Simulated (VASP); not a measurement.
# TaN (P-6m2) in VASP: single point with LDA

Aim: the single point of TaN with LDA.

All numbers are computed with VASP 6.6.1; they aren't measurements. Logs are shortened: lines on timing, memory, paths and dates and some standing lists are left out, and cuts for length are marked.

## 1. The cell of the first run

It takes space group P-6m2 (No. 187, hexagonal). Conventional cell: a = 2.938 Å, b = 2.938 Å, c = 2.883 Å, α = 90.00°, β = 90.00°, γ = 120.00°. Within 3.0 Å of Ta (site symmetry -6m2) lie 6 N at 2.23 Å and 8 Ta at 2.88 to 2.94 Å. N (site symmetry -6m2) has 6 Ta at 2.23 Å and 8 N at 2.88 to 2.94 Å within 3.0 Å.

## 2. Single point, LDA

Contents of INCAR:

```
PREC = Accurate
ENCUT = 600
EDIFF = 1E-6
ISMEAR = -1
SIGMA = 0.15
LREAL = False
LASPH = True
NELM = 120
ALGO = Normal
ISIF = 2
LWAVE = False
LCHARG = False
GGA = CA
NBANDS = 78
GGA_COMPAT = False
```

Contents of KPOINTS:

```
Automatic mesh
0
Gamma
  3 3 2
```

Contents of POSCAR:

```
TaN
1.0
    5.8760004199      0.0000000000      0.0000000000
   -2.9380002100      5.0887656363      0.0000000000
    0.0000000000      0.0000000000      5.7660000000
Ta N
8 8
Direct
    0.1666666667      0.3333333333      0.2500000000
    0.1666666667      0.3333333333      0.7500000000
    0.1666666667      0.8333333333      0.2500000000
    0.1666666667      0.8333333333      0.7500000000
    0.6666666667      0.3333333333      0.2500000000
    0.6666666667      0.3333333333      0.7500000000
    0.6666666667      0.8333333333      0.2500000000
    0.6666666667      0.8333333333      0.7500000000
    0.0000000000      0.0000000000      0.0000000000
    0.0000000000      0.0000000000      0.5000000000
    0.0000000000      0.5000000000      0.0000000000
    0.0000000000      0.5000000000      0.5000000000
    0.5000000000      0.0000000000      0.0000000000
    0.5000000000      0.0000000000      0.5000000000
    0.5000000000      0.5000000000      0.0000000000
    0.5000000000      0.5000000000      0.5000000000
```

Potentials or basis: VASP PAW LDA potentials, release 64 (Ta_pv, N).

Command:

```sh
$ cat potpaw_LDA.64/Ta_pv/POTCAR potpaw_LDA.64/N/POTCAR > POTCAR
$ mpirun -np 1 vasp_std > vasp.out
```

OUTCAR:

```text
PREC = Accurate
   ENCUT = 600
   EDIFF = 1E-6
   ISMEAR = -1
   LREAL = False
   LASPH = True
   NELM = 120
   ISIF = 2
   GGA = CA

 ion  position               nearest neighbor table
   1  0.167  0.333  0.250-  15 2.23  16 2.23   9 2.23  10 2.23  11 2.23  12 2.23   2 2.88   2 2.88
                             7 2.94   7 2.94   5 2.94   5 2.94   3 2.94   3 2.94
   2  0.167  0.333  0.750-  15 2.23  16 2.23   9 2.23  10 2.23  11 2.23  12 2.23   1 2.88   1 2.88
                             8 2.94   8 2.94   6 2.94   6 2.94   4 2.94   4 2.94
   3  0.167  0.833  0.250-  13 2.23  14 2.23  11 2.23  12 2.23   9 2.23  10 2.23   4 2.88   4 2.88
                             5 2.94   5 2.94   7 2.94   7 2.94   1 2.94   1 2.94
   4  0.167  0.833  0.750-  13 2.23  14 2.23  11 2.23  12 2.23   9 2.23  10 2.23   3 2.88   3 2.88
                             6 2.94   6 2.94   8 2.94   8 2.94   2 2.94   2 2.94
   5  0.667  0.333  0.250-  11 2.23  12 2.23  13 2.23  14 2.23  15 2.23  16 2.23   6 2.88   6 2.88
                             3 2.94   3 2.94   1 2.94   1 2.94   7 2.94   7 2.94
   6  0.667  0.333  0.750-  11 2.23  12 2.23  13 2.23  14 2.23  15 2.23  16 2.23   5 2.88   5 2.88
                             4 2.94   4 2.94   2 2.94   2 2.94   8 2.94   8 2.94
   7  0.667  0.833  0.250-   9 2.23  10 2.23  15 2.23  16 2.23  13 2.23  14 2.23   8 2.88   8 2.88
                             1 2.94   1 2.94   3 2.94   3 2.94   5 2.94   5 2.94
   8  0.667  0.833  0.750-   9 2.23  10 2.23  15 2.23  16 2.23  13 2.23  14 2.23   7 2.88   7 2.88
                             2 2.94   2 2.94   4 2.94   4 2.94   6 2.94   6 2.94
   9  0.000  0.000  0.000-   7 2.23   8 2.23   1 2.23   2 2.23   3 2.23   4 2.23
  10  0.000  0.000  0.500-   7 2.23   8 2.23   1 2.23   2 2.23   3 2.23   4 2.23
  11  0.000  0.500  0.000-   5 2.23   6 2.23   3 2.23   4 2.23   1 2.23   2 2.23
  12  0.000  0.500  0.500-   5 2.23   6 2.23   3 2.23   4 2.23   1 2.23   2 2.23
  13  0.500  0.000  0.000-   3 2.23   4 2.23   5 2.23   6 2.23   7 2.23   8 2.23
  14  0.500  0.000  0.500-   3 2.23   4 2.23   5 2.23   6 2.23   7 2.23   8 2.23
  15  0.500  0.500  0.000-   1 2.23   2 2.23   7 2.23   8 2.23   5 2.23   6 2.23
  16  0.500  0.500  0.500-   1 2.23   2 2.23   7 2.23   8 2.23   5 2.23   6 2.23

  LATTYP: Found a hexagonal cell.
 ALAT       =     5.8760004199
 C/A-ratio  =     0.9812797120

  Lattice vectors:

 A1 = (   5.8760004199,   0.0000000000,   0.0000000000)
 A2 = (  -2.9380002100,   5.0887656363,   0.0000000000)
 A3 = (   0.0000000000,   0.0000000000,   5.7660000000)

Analysis of symmetry for initial positions (statically):
=====================================================================
 Subroutine PRICEL returns following result:

  LATTYP: Found a hexagonal cell.
 ALAT       =     2.9380002100
 C/A-ratio  =     0.9812797120

  Lattice vectors:

 A1 = (   2.9380002099,   0.0000000000,   0.0000000000)
 A2 = (  -1.4690001050,   2.5443828181,   0.0000000000)
 A3 = (   0.0000000000,   0.0000000000,   2.8830000000)

   8 primitive cells build up your supercell.

 Routine SETGRP: Setting up the symmetry group for a
 hexagonal supercell.

 Subroutine GETGRP returns: Found 12 space group operations
 (whereof 12 operations were pure point group operations)
 out of a pool of 24 trial point group operations.

The static configuration has the point symmetry D_3h.

Analysis of symmetry for dynamics (positions and initial velocities):
=====================================================================
 Subroutine PRICEL returns following result:

  LATTYP: Found a hexagonal cell.
 ALAT       =     2.9380002100
 C/A-ratio  =     0.9812797120

  Lattice vectors:

 A1 = (   2.9380002099,   0.0000000000,   0.0000000000)
 A2 = (  -1.4690001050,   2.5443828181,   0.0000000000)
 A3 = (   0.0000000000,   0.0000000000,   2.8830000000)

   8 primitive cells build up your supercell.

 Routine SETGRP: Setting up the symmetry group for a
 hexagonal supercell.

 Subroutine GETGRP returns: Found 12 space group operations
 (whereof 12 operations were pure point group operations)
 out of a pool of 24 trial point group operations.

The dynamic configuration has the point symmetry D_3h.

 Subroutine INISYM returns: Found 12 space group operations
 (whereof 12 operations are pure point group operations),
 and found     8 'primitive' translations

----------------------------------------------------------------------------------------

                                     Primitive cell

  volume of cell :      21.5516

  direct lattice vectors                    reciprocal lattice vectors
     2.938000210  0.000000000  0.000000000     0.340367573  0.196511310  0.000000000
    -1.469000105  2.544382818  0.000000000     0.000000000  0.393022619  0.000000000
     0.000000000  0.000000000  2.883000000     0.000000000  0.000000000  0.346860909

  length of vectors
     2.938000210  2.938000210  2.883000000     0.393022619  0.393022619  0.346860909

  position of ions in fractional coordinates (direct lattice)
     0.333333333  0.666666667  0.500000000
     0.000000000  0.000000000  0.000000000

  ion indices of the primitive-cell ions
   primitive index   ion index
                 1           1
                 2          11

----------------------------------------------------------------------------------------

 KPOINTS: Automatic mesh

Automatic generation of k-mesh.
 Grid dimensions read from file:
 generate k-points for:    3    3    2

 Generating k-lattice:

  Cartesian coordinates                     Fractional coordinates (reciprocal lattice)
     0.056727929  0.032751885  0.000000000     0.333333333  0.000000000  0.000000000
     0.000000000  0.065503770  0.000000000     0.000000000  0.333333333  0.000000000
     0.000000000  0.000000000  0.086715227     0.000000000  0.000000000  0.500000000

  Length of vectors
     0.065503770  0.065503770  0.086715227

  Shift w.r.t. Gamma in fractional coordinates (k-lattice)
     0.000000000  0.000000000  0.000000000

 Subroutine IBZKPT returns following result:
 ===========================================

 Found      6 irreducible k-points:

 Following reciprocal coordinates:
            Coordinates               Weight
  0.000000  0.000000  0.000000      1.000000
  0.333333  0.000000  0.000000      6.000000
  0.333333  0.333333  0.000000      2.000000
  0.000000  0.000000  0.500000      1.000000
  0.333333  0.000000  0.500000      6.000000
  0.333333  0.333333  0.500000      2.000000
   k-points           NKPTS =      6   k-points in BZ     NKDIM =      6   number of bands    NBANDS=     78
   number of dos      NEDOS =    301   number of ions     NIONS =     16
   total plane-waves  NPLWV = 110592
   dimension x,y,z NGX =    48 NGY =   48 NGZ =   48
   dimension x,y,z NGXF=    96 NGYF=   96 NGZF=   96
   ions per type =               8   8
   NGX,Y,Z   is equivalent  to a cutoff of  13.58, 13.58, 13.84 a.u.
   NGXF,Y,Z  is equivalent  to a cutoff of  27.16, 27.16, 27.68 a.u.
 SYSTEM =  unknown system
   PREC   = accura    normal or accurate (medium, high low for compatibility)
   ISTART =      0    job   : 0-new  1-cont  2-samecut
   ICHARG =      2    charge: 1-file 2-atom 10-const
   ISPIN  =      1    spin polarized calculation?
   LNONCOLLINEAR =      F non collinear calculations
   LSORBIT =      F    spin-orbit coupling
   LASPH  =      T    aspherical Exc in radial PAW
   ENCUT  =  600.0 eV  44.10 Ry    6.64 a.u.  11.74 11.74 11.52*2*pi/ulx,y,z
   NELM   =    120;   NELMIN=  2; NELMDL= -5     # of ELM steps
   EDIFF  = 0.1E-05   stopping-criterion for ELM
   LREAL  =      F    real-space projection
   EDIFFG = 0.1E-04   stopping-criterion for IOM
   NSW    =      0    number of steps for IOM
   IBRION =     -1    ionic relax: 0-MD 1-quasi-New 2-CG
   NFREE  =      0    steps in history (QN), initial steepest desc. (CG)
   ISIF   =      2    stress and relaxation
   ISYM   =      2    0-nonsym 1-usesym 2-fastsym
   POTIM  = 0.5000    time-step for ionic-motion
   TEBEG  =    0.0;   TEEND  =   0.0 temperature during run
   PSTRESS=    0.0 pullay stress
   NELECT =     128.0000    total number of electrons
   NUPDOWN=      -1.0000    fix difference up-down
   EMIN   =  10.00;   EMAX   =-10.00  energy-range for DOS
   EFERMI =   0.00;   METHOD = LEGACY
   ISMEAR =    -1;   SIGMA  =   0.15  broadening in eV -4-tet -1-fermi 0-gaus
   EFERMI_NEDOS =   21; number of points for ismear=-14 and -15
   IALGO  =     38    algorithm
   IMIX   =      4    mixing-type and parameters
     AMIX     =   0.40;   BMIX     =  1.00
     AMIX_MAG =   1.60;   BMIX_MAG =  1.00
  volume/ion in A,a.u.               =      10.78        72.72
  Fermi-wavevector in a.u.,A,eV,Ry     =   1.482365  2.801264 29.897528  2.197406
  Thomas-Fermi vector in A             =   2.596160
   LORBIT       =      0    0 simple, 1 ext, 2 COOP (PROOUT), +10 PAW based schemes
   GGA     = CA    functional components
   LHFCALC =     F    Hartree Fock is set to
   AEXX    =    0.0000 exact exchange contribution
   IVDW    =     0    specifies the selected vdW correction
   LEPSILON=     F    determine dielectric tensor
   LRPA    =     F    only Hartree local field effects (RPA)
 non-spin polarized calculation
  energy-cutoff  :      600.00
  volume of cell :      172.41
 maximum number of plane-waves:      5772
 NGX is ok and might be reduce to    48
   NGX = 23   NGY = 23   NGZ = 23

 number of electron     128.0000011 magnetization

 Free energy of the ion-electron system (eV)
  ---------------------------------------------------
  ext. energy  EPLUGINS =         0.00000000
  ---------------------------------------------------
  free energy    TOTEN  =      -197.43390965 eV

  energy without entropy =     -197.35967104  energy(sigma->0) =     -197.39679034

 E-fermi :   8.3203     XC(G=0): -13.5820

 val. band max:        8.2534764578   @ k =   0.3333   0.3333   0.0000
 cond. band min:       8.8654619456   @ k =   0.0000   0.0000   0.5000
 fundamental gap:      0.6119854879
 Fermi energy:         8.3202927858

 k-point     1 :       0.0000    0.0000    0.0000
  band No.  band energies     occupation
      1     -27.4598      2.00000
      2     -27.3086      2.00000
      3     -27.3086      2.00000
      4     -27.3086      2.00000
      5     -27.1932      2.00000
      6     -27.1932      2.00000
[... 463 lines left out ...]
     75      11.4105      0.00000
     76      11.4105      0.00000
 [bands above 76 left out]

------------------------ aborting loop because EDIFF is reached ----------------------------------------

  FORCE on cell =-STRESS in cart. coord.  units (eV):
  Direction    XX          YY          ZZ          XY          YZ          ZX
  --------------------------------------------------------------------------------------
  -------------------------------------------------------------------------------------
  Total      -11.2305643    -11.2305643     -8.5391006      0.0000000      0.0000000      0.0000000
  in kB     -104.3622075   -104.3622075    -79.3512561      0.0000000      0.0000000      0.0000000
  external PRESSURE =     -96.0252237 kB  Pullay stress =       0.0000000 kB

 VOLUME and BASIS-vectors are now :
 -----------------------------------------------------------------------------
  energy-cutoff  :      600.00
  volume of cell :      172.41
      direct lattice vectors                 reciprocal lattice vectors
     5.876000420  0.000000000  0.000000000     0.170183786  0.098255655  0.000000000
    -2.938000210  5.088765636  0.000000000     0.000000000  0.196511310  0.000000000
     0.000000000  0.000000000  5.766000000     0.000000000  0.000000000  0.173430454

 POSITION                                       TOTAL-FORCE (eV/Angst)
 -----------------------------------------------------------------------------------
      0.00000      1.69626      1.44150         0.000000      0.000000     -0.000000
      0.00000      1.69626      4.32450         0.000000      0.000000     -0.000000
     -1.46900      4.24064      1.44150         0.000000     -0.000000     -0.000000
     -1.46900      4.24064      4.32450         0.000000      0.000000     -0.000000
      2.93800      1.69626      1.44150         0.000000      0.000000     -0.000000
      2.93800      1.69626      4.32450        -0.000000      0.000000      0.000000
[... 8 lines left out ...]
      1.46900      2.54438      0.00000        -0.000000      0.000000      0.000000
      1.46900      2.54438      2.88300        -0.000000     -0.000000     -0.000000
 -----------------------------------------------------------------------------------
    total drift:                               -0.000000      0.000000      0.000000

  FREE ENERGIE OF THE ION-ELECTRON SYSTEM (eV)
  ---------------------------------------------------
  free  energy   TOTEN  =      -197.4339096458 eV

  energy  without entropy=     -197.3596710358  energy(sigma->0) =     -197.39679034
```

Run time: 96 s. Hardware: 1 thread of Intel Xeon Platinum 8488C (Sapphire Rapids), shared host; peak memory 0.29 GiB.

What came out:

```
Free energy            : -197.4339 eV
Pressure               : -9.6 GPa
Band gap on the k mesh : zero (bands 64 and 65 overlap by 0.26 eV)
```

Levels at points of the mesh, in eV from the Fermi level:
```csv
k point,band 60,band 61,band 62,band 63,band 64,band 65,band 66,band 67,band 68,band 69
"(0.00, 0.00, 0.00)",-3.08,-0.50,-0.50,-0.50,-0.33,-0.33,2.16,2.23,2.73,2.73
"(0.00, 0.00, 0.50)",-1.64,-1.64,-1.64,-0.54,-0.54,0.55,0.55,0.55,0.55,2.44
```

Caveat: the k points lie up to 0.54 Å⁻¹ apart; spin-orbit coupling is left out, which moves the levels of the heavy elements.
